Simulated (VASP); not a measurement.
# Ir (P6/mmm) in VASP: further runs

Runs on Ir. Level: revPBE. Tasks: single point.

Everything below comes from runs of VASP 6.6.1. Logs are shortened: lines on timing, memory, paths and dates and some standing lists are left out, and cuts for length are marked.

### Step 1. The cell of the first run

Symmetry: P6/mmm, No. 191, hexagonal system. Conventional cell: a = 4.272 Å, b = 4.272 Å, c = 2.639 Å, α = 90.00°, β = 90.00°, γ = 120.00°. Within 3.5 Å of Ir (site symmetry 6/mmm) lie 14 Ir at 2.64 to 2.80 Å. Ir (site symmetry -6m2) has 11 Ir at 2.47 to 2.80 Å within 3.3 Å.

### Step 2. Single point, revPBE (volume scaled by 0.92)

File INCAR:

```
PREC     = Accurate       # precision mode
ENCUT    = 520            # plane-wave cutoff, eV
EDIFF    = 1E-7           # SCF threshold, eV
ISMEAR   = -1             # smearing method
SIGMA    = 0.1            # smearing width, eV
LREAL    = F              # projectors in reciprocal space
LASPH    = T              # aspherical terms in the spheres
NELM     = 100            # most SCF steps
ALGO     = Normal         # electronic algorithm
ISIF     = 2              # what is computed and relaxed
LWAVE    = F              # write WAVECAR
LCHARG   = F              # write CHGCAR
GGA      = RE             # functional
NBANDS   = 20             # bands
```

File KPOINTS:

```
regular mesh
0
Gamma
  11 11 15
```

File POSCAR:

```
Ir
1.0
    4.2715327462      0.0000000000      0.0000000000
   -2.1357663731      3.6992558713      0.0000000000
    0.0000000000      0.0000000000      2.6389363913
Ir
3
Direct
    0.0000000000      1.0000000000      0.0000000000
    0.3333333333      0.6666666667      0.5000000000
    0.6666666667      0.3333333333      0.5000000000
```

Potentials or basis: VASP PAW PBE potentials, release 64 (Ir).

The run is started by

```
$ cat potpaw_PBE.64/Ir/POTCAR > POTCAR
$ mpirun -np 1 vasp_std > vasp.out
```

OUTCAR:

```text
PREC = Accurate
   ENCUT = 520
   EDIFF = 1E-7
   ISMEAR = -1
   LREAL = F
   LASPH = T
   NELM = 100
   ISIF = 2
   GGA = RE

 ion  position               nearest neighbor table
   1  0.000  0.000  0.000-   2 2.80   3 2.80   2 2.80   3 2.80   2 2.80   2 2.80   3 2.80   3 2.80
                             3 2.80   3 2.80   2 2.80   2 2.80
   2  0.333  0.667  0.500-   3 2.47   3 2.47   3 2.47   1 2.80   1 2.80   1 2.80   1 2.80   1 2.80
                             1 2.80
   3  0.667  0.333  0.500-   2 2.47   2 2.47   2 2.47   1 2.80   1 2.80   1 2.80   1 2.80   1 2.80
                             1 2.80

  LATTYP: Found a hexagonal cell.
 ALAT       =     4.2715327462
 C/A-ratio  =     0.6177961280

  Lattice vectors:

 A1 = (   4.2715327462,   0.0000000000,   0.0000000000)
 A2 = (  -2.1357663731,   3.6992558713,   0.0000000000)
 A3 = (   0.0000000000,   0.0000000000,   2.6389363913)

Analysis of symmetry for initial positions (statically):
=====================================================================
 Subroutine PRICEL returns:
 Original cell was already a primitive cell.

 Routine SETGRP: Setting up the symmetry group for a
 hexagonal supercell.

 Subroutine GETGRP returns: Found 24 space group operations
 (whereof 24 operations were pure point group operations)
 out of a pool of 24 trial point group operations.

The static configuration has the point symmetry D_6h.

Analysis of symmetry for dynamics (positions and initial velocities):
=====================================================================
 Subroutine PRICEL returns:
 Original cell was already a primitive cell.

 Routine SETGRP: Setting up the symmetry group for a
 hexagonal supercell.

 Subroutine GETGRP returns: Found 24 space group operations
 (whereof 24 operations were pure point group operations)
 out of a pool of 24 trial point group operations.

The dynamic configuration has the point symmetry D_6h.

 Subroutine INISYM returns: Found 24 space group operations
 (whereof 24 operations are pure point group operations),
 and found     1 'primitive' translations

----------------------------------------------------------------------------------------

                                     Primitive cell

  volume of cell :      41.6991

  direct lattice vectors                    reciprocal lattice vectors
     4.271532746  0.000000000  0.000000000     0.234108003  0.135162318  0.000000000
    -2.135766373  3.699255871  0.000000000     0.000000000  0.270324637  0.000000000
     0.000000000  0.000000000  2.638936391     0.000000000  0.000000000  0.378940547

  length of vectors
     4.271532746  4.271532746  2.638936391     0.270324637  0.270324637  0.378940547

  position of ions in fractional coordinates (direct lattice)
     0.000000000  0.000000000  0.000000000
     0.333333333  0.666666667  0.500000000
     0.666666667  0.333333333  0.500000000

  ion indices of the primitive-cell ions
   primitive index   ion index
                 1           1
                 2           2
                 3           3

----------------------------------------------------------------------------------------

 KPOINTS: regular mesh

Automatic generation of k-mesh.
 Grid dimensions read from file:
 generate k-points for:   11   11   15

 Generating k-lattice:

  Cartesian coordinates                     Fractional coordinates (reciprocal lattice)
     0.021282546  0.012287483  0.000000000     0.090909091  0.000000000  0.000000000
     0.000000000  0.024574967  0.000000000     0.000000000  0.090909091  0.000000000
     0.000000000  0.000000000  0.025262703     0.000000000  0.000000000  0.066666667

  Length of vectors
     0.024574967  0.024574967  0.025262703

  Shift w.r.t. Gamma in fractional coordinates (k-lattice)
     0.000000000  0.000000000  0.000000000

 Subroutine IBZKPT returns following result:
 ===========================================

 Found    128 irreducible k-points:

 Following reciprocal coordinates:
            Coordinates               Weight
  0.000000  0.000000  0.000000      1.000000
  0.090909 -0.000000  0.000000      6.000000
  0.181818  0.000000  0.000000      6.000000
  0.272727  0.000000  0.000000      6.000000
  0.363636  0.000000  0.000000      6.000000
  0.454545 -0.000000  0.000000      6.000000
[... 16 lines left out ...]
  0.090909  0.090909  0.066667     12.000000
  0.181818  0.090909  0.066667     24.000000
 [... further k-points ...]
   k-points           NKPTS =    128   k-points in BZ     NKDIM =    128   number of bands    NBANDS=     20
   number of dos      NEDOS =    301   number of ions     NIONS =      3
   total plane-waves  NPLWV =  20480
   dimension x,y,z NGX =    32 NGY =   32 NGZ =   20
   dimension x,y,z NGXF=    64 NGYF=   64 NGZF=   40
   ions per type =               3
   NGX,Y,Z   is equivalent  to a cutoff of  12.45, 12.45, 12.60 a.u.
   NGXF,Y,Z  is equivalent  to a cutoff of  24.91, 24.91, 25.20 a.u.
 SYSTEM =  unknown system
   PREC   = accura    normal or accurate (medium, high low for compatibility)
   ISTART =      0    job   : 0-new  1-cont  2-samecut
   ICHARG =      2    charge: 1-file 2-atom 10-const
   ISPIN  =      1    spin polarized calculation?
   LNONCOLLINEAR =      F non collinear calculations
   LSORBIT =      F    spin-orbit coupling
   LASPH  =      T    aspherical Exc in radial PAW
   ENCUT  =  520.0 eV  38.22 Ry    6.18 a.u.   7.94  7.94  4.91*2*pi/ulx,y,z
   NELM   =    100;   NELMIN=  2; NELMDL= -5     # of ELM steps
   EDIFF  = 0.1E-06   stopping-criterion for ELM
   LREAL  =      F    real-space projection
   EDIFFG = 0.1E-05   stopping-criterion for IOM
   NSW    =      0    number of steps for IOM
   IBRION =     -1    ionic relax: 0-MD 1-quasi-New 2-CG
   NFREE  =      0    steps in history (QN), initial steepest desc. (CG)
   ISIF   =      2    stress and relaxation
   ISYM   =      2    0-nonsym 1-usesym 2-fastsym
   POTIM  = 0.5000    time-step for ionic-motion
   TEBEG  =    0.0;   TEEND  =   0.0 temperature during run
   PSTRESS=    0.0 pullay stress
   NELECT =      27.0000    total number of electrons
   NUPDOWN=      -1.0000    fix difference up-down
   EMIN   =  10.00;   EMAX   =-10.00  energy-range for DOS
   EFERMI =   0.00;   METHOD = LEGACY
   ISMEAR =    -1;   SIGMA  =   0.10  broadening in eV -4-tet -1-fermi 0-gaus
   EFERMI_NEDOS =   21; number of points for ismear=-14 and -15
   IALGO  =     38    algorithm
   IMIX   =      4    mixing-type and parameters
     AMIX     =   0.40;   BMIX     =  1.00
     AMIX_MAG =   1.60;   BMIX_MAG =  1.00
  volume/ion in A,a.u.               =      13.90        93.80
  Fermi-wavevector in a.u.,A,eV,Ry     =   1.416295  2.676410 27.291813  2.005892
  Thomas-Fermi vector in A             =   2.537644
   LORBIT       =      0    0 simple, 1 ext, 2 COOP (PROOUT), +10 PAW based schemes
   GGA     = RE    functional components
   LHFCALC =     F    Hartree Fock is set to
   AEXX    =    0.0000 exact exchange contribution
   IVDW    =     0    specifies the selected vdW correction
   LEPSILON=     F    determine dielectric tensor
   LRPA    =     F    only Hartree local field effects (RPA)
 non-spin polarized calculation
  energy-cutoff  :      520.00
  volume of cell :       41.70
 maximum number of plane-waves:      1139
 NGX is ok and might be reduce to    32
   NGX = 15   NGY = 15   NGZ =  9

 number of electron      27.0000002 magnetization

 Free energy of the ion-electron system (eV)
  ---------------------------------------------------
  ext. energy  EPLUGINS =         0.00000000
  ---------------------------------------------------
  free energy    TOTEN  =       -23.72071329 eV

  energy without entropy =      -23.58142413  energy(sigma->0) =      -23.65106871

 E-fermi :  10.7725     XC(G=0): -14.0467

 val. band max:       10.7708968155   @ k =   0.4545  -0.0000   0.0667
 cond. band min:      10.7780568018   @ k =   0.1818   0.0000   0.4667
 fundamental gap:      0.0071599863
 Fermi energy:        10.7724768871

 k-point     1 :       0.0000    0.0000    0.0000
  band No.  band energies     occupation
      1      -0.5181      2.00000
      2       3.1580      2.00000
      3       5.6566      2.00000
      4       5.9256      2.00000
      5       5.9256      2.00000
      6       5.9385      2.00000
[... 12 lines left out ...]
     19      19.6528      0.00000
     20      19.6544      0.00000

 k-point     2 :       0.0909   -0.0000    0.0000
  band No.  band energies     occupation
      1      -0.3825      2.00000
      2       3.2022      2.00000
      3       5.1045      2.00000
      4       5.4687      2.00000
      5       5.5524      2.00000
      6       6.2440      2.00000
[... 12 lines left out ...]
     19      18.0677      0.00000
     20      19.0180      0.00000

 k-point     3 :       0.1818    0.0000    0.0000
  band No.  band energies     occupation
      1       0.0125      2.00000
      2       3.2927      2.00000
      3       4.3316      2.00000
      4       5.1581      2.00000
      5       5.1643      2.00000
      6       6.2059      2.00000
[... 12 lines left out ...]
     19      18.0707      0.00000
     20      19.7084      0.00000

 k-point     4 :       0.2727    0.0000    0.0000
  band No.  band energies     occupation
      1       0.6292      2.00000
      2       3.1643      2.00000
      3       3.9292      2.00000
      4       4.7294      2.00000
      5       5.0078      2.00000
      6       6.0046      2.00000
[... 12 lines left out ...]
     19      18.4138      0.00000
     20      21.0457      0.00000

 k-point     5 :       0.3636    0.0000    0.0000
  band No.  band energies     occupation
      1       1.3978      2.00000
      2       2.7687      2.00000
      3       3.7483      2.00000
      4       4.5500      2.00000
      5       4.9703      2.00000
      6       5.6757      2.00000
[... 12 lines left out ...]
     19      18.7105      0.00000
     20      22.8549      0.00000
[... 353 lines left out ...]
      6       5.7703      2.00000
[... 12 lines left out ...]
     19      18.6751      0.00000
     20      22.9637      0.00000

 k-point    22 :       0.4545   -0.0000    0.0667
  band No.  band energies     occupation
      1       2.2662      2.00000
      2       2.7016      2.00000
      3       3.2807      2.00000
      4       4.9114      2.00000
      5       4.9711      2.00000
      6       5.3473      2.00000
[... 12 lines left out ...]
     19      18.8458      0.00000
     20      24.9118      0.00000

 k-point    23 :       0.0909    0.0909    0.0667
  band No.  band energies     occupation
      1       0.0152      2.00000
      2       3.4347      2.00000
      3       4.7151      2.00000
      4       4.7230      2.00000
      5       5.7069      2.00000
      6       6.2336      2.00000
[... 12 lines left out ...]
     19      18.3870      0.00000
     20      19.3060      0.00000

 k-point    24 :       0.1818    0.0909    0.0667
  band No.  band energies     occupation
      1       0.5149      2.00000
      2       3.4371      2.00000
      3       4.1157      2.00000
      4       4.4491      2.00000
      5       5.4919      2.00000
      6       6.2555      2.00000
[... 12 lines left out ...]
     19      18.7933      0.00000
     20      20.1869      0.00000

 [... further k-points ...]
[... 5 lines left out ...]
  --------------------------------------------------------------------------------------
  -------------------------------------------------------------------------------------
  Total        8.8242674      8.8242674      7.7745766      0.0000000     -0.0000000      0.0000000
  in kB      339.0487981    339.0487981    298.7172434      0.0000000     -0.0000000      0.0000000
  external PRESSURE =     325.6049465 kB  Pullay stress =       0.0000000 kB

 VOLUME and BASIS-vectors are now :
 -----------------------------------------------------------------------------
  energy-cutoff  :      520.00
  volume of cell :       41.70
      direct lattice vectors                 reciprocal lattice vectors
     4.271532746  0.000000000  0.000000000     0.234108003  0.135162318  0.000000000
    -2.135766373  3.699255871  0.000000000     0.000000000  0.270324637  0.000000000
     0.000000000  0.000000000  2.638936391     0.000000000  0.000000000  0.378940547

 POSITION                                       TOTAL-FORCE (eV/Angst)
 -----------------------------------------------------------------------------------
      0.00000      0.00000      0.00000         0.000000      0.000000      0.000000
     -0.00000      2.46617      1.31947        -0.000000      0.000000      0.000000
      2.13577      1.23309      1.31947         0.000000     -0.000000      0.000000
 -----------------------------------------------------------------------------------
    total drift:                               -0.000000      0.000000      0.000000

  FREE ENERGIE OF THE ION-ELECTRON SYSTEM (eV)
  ---------------------------------------------------
  free  energy   TOTEN  =       -23.7207132888 eV

  energy  without entropy=      -23.5814241322  energy(sigma->0) =      -23.65106871
```

Wall time 93 s (1 thread of AMD EPYC 9R45 (Zen 5), shared host); peak memory 0.18 GiB.

Results:

* Free energy: -23.7207 eV
* Pressure: 32.6 GPa

Caveat: the cell differs from its parent crystal (volume scaled by 0.92); the PAW data sets were made with another functional, which shifts forces and pressure a little; spin-orbit coupling is left out, which moves the levels of the heavy elements.

### Step 3. Single point, revPBE (volume scaled by 0.96)

File INCAR:

```
PREC = Accurate
ENCUT = 520
EDIFF = 1E-7
ISMEAR = -1
SIGMA = 0.1
LREAL = False
LASPH = True
NELM = 80
ALGO = Normal
ISIF = 2
LWAVE = False
LCHARG = False
GGA = RE
NBANDS = 20
```

KPOINTS is that of step 2.

File POSCAR:

```
Ir
1.0
    4.3325628881      0.0000000000      0.0000000000
   -2.1662814440      3.7521095246      0.0000000000
    0.0000000000      0.0000000000      2.6766405767
Ir
3
Direct
    0.0000000000      1.0000000000      0.0000000000
    0.3333333333      0.6666666667      0.5000000000
    0.6666666667      0.3333333333      0.5000000000
```

Potentials or basis: VASP PAW PBE potentials, release 64 (Ir).

The run is started by

```
$ cat potpaw_PBE.64/Ir/POTCAR > POTCAR
$ mpirun -np 1 vasp_std > vasp.out
```

Run time: 98 s. Hardware: 1 thread of AMD EPYC 9R45 (Zen 5), shared host; peak memory 0.18 GiB.

The run converged. Its results:

- Free energy: -23.9835 eV
- Pressure: 14.5 GPa

Stress tensor (GPa, compression positive):
```
15.17  0.00  0.00
 0.00 15.17  0.00
 0.00  0.00 13.07
```

Levels at points of the mesh, in eV from the Fermi level:
```tsv
k point	band 11	band 12	band 13	band 14	band 15	band 16	band 17	band 18
(0.00, 0.00, 0.00)	-2.08	-2.08	-2.03	-2.03	1.19	1.19	6.19	7.50
```

Caveat: the cell differs from its parent crystal (volume scaled by 0.96); the PAW data sets were made with another functional, which shifts forces and pressure a little; spin-orbit coupling is left out, which moves the levels of the heavy elements.

### Step 4. Single point, revPBE

This run uses another cell than the first one, of 15.11 Å³/atom, 1.087 times its volume.

File INCAR:

```
PREC     = Accurate       # precision mode
ENCUT    = 520            # plane-wave cutoff, eV
EDIFF    = 1E-7           # SCF threshold, eV
ISMEAR   = -1             # smearing method
SIGMA    = 0.1            # smearing width, eV
LREAL    = False          # projectors in reciprocal space
LASPH    = True           # aspherical terms in the spheres
NELM     = 60             # most SCF steps
ALGO     = Normal         # electronic algorithm
ISIF     = 2              # what is computed and relaxed
LWAVE    = False          # write WAVECAR
LCHARG   = False          # write CHGCAR
GGA      = RE             # functional
NBANDS   = 20             # bands
```

File KPOINTS:

```
Automatic mesh
0
Gamma
  11 11 15
```

File POSCAR:

```
Ir
1.0
    4.3919204406      0.0000000000      0.0000000000
   -2.1959602203      3.8035146730      0.0000000000
    0.0000000000      0.0000000000      2.7133114428
Ir
3
Direct
    0.0000000000      1.0000000000      0.0000000000
    0.3333333333      0.6666666667      0.5000000000
    0.6666666667      0.3333333333      0.5000000000
```

The run is started by

```
$ cat potpaw_PBE.64/Ir/POTCAR > POTCAR
$ mpirun -np 1 vasp_std > vasp.out
```

Wall time 2 min (1 thread of AMD EPYC 9R45 (Zen 5), shared host); peak memory 0.2 GiB.

It converged, with:

* Free energy: -24.0647 eV
* Pressure: 0.3 GPa

Stress tensor (GPa, compression positive):
```
 0.49  0.00  0.00
 0.00  0.49  0.00
 0.00  0.00 -0.07
```

Levels at points of the mesh, in eV from the Fermi level:
```
           k point  band 10  band 11  band 12  band 13  band 14  band 15  band 16  band 17  band 18  band 19
(0.00, 0.00, 0.00)    -2.88    -1.95    -1.95    -1.89    -1.89     1.10     1.10     5.91     7.19     8.24
```

Caveat: the PAW data sets were made with another functional, which shifts forces and pressure a little; spin-orbit coupling is left out, which moves the levels of the heavy elements.

(Continued in part 2 of 2.)
